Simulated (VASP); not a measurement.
Li: single point with r2SCAN

The system is Li.

```
Li
1.0
     0.00000    2.99777    2.99777
     2.99777    0.00000    2.99777
     2.99777    2.99777    0.00000
Li
2
Cartesian
  5.9955 5.9955 5.9955
  1.4989 1.4989 1.4989
```

This isn't the form of Li at room conditions, which is bcc.

```
Program                : VASP 6.6.1
Task                   : single point
Functional             : r2SCAN
Potentials or basis    : VASP PAW PBE potentials, release 64 (Li_sv)
Cutoff                 : 830 eV
k mesh                 : 5 × 5 × 5
Occupations            : gaussian, width 0.1 eV
Spin                   : no spin polarisation
Dipole correction      : no
Further INCAR settings : ALGO = Normal; EDIFF = 1e-06; NBANDS = 10
```

```yaml
Pressure: -0.2 GPa
Band_gap_on_the_k_mesh: zero (bands 3 and 4 overlap by 0.10 eV)
```

Levels at points of the mesh, in eV from the Fermi level:
```csv
k point,band 1,band 2,band 3,band 4,band 5,band 6,band 7
"(0.00, 0.00, 0.00)",-49.59,-49.52,-3.71,5.91,5.91,5.91,7.00
```

Run time: 3.5 min on 1 thread of Intel Xeon 8259CL, with other jobs on the host, peak memory 0.25 GiB.

Caveat: the k points lie up to 0.36 Å⁻¹ apart; the PAW data sets were made with another functional, which shifts forces and pressure a little.
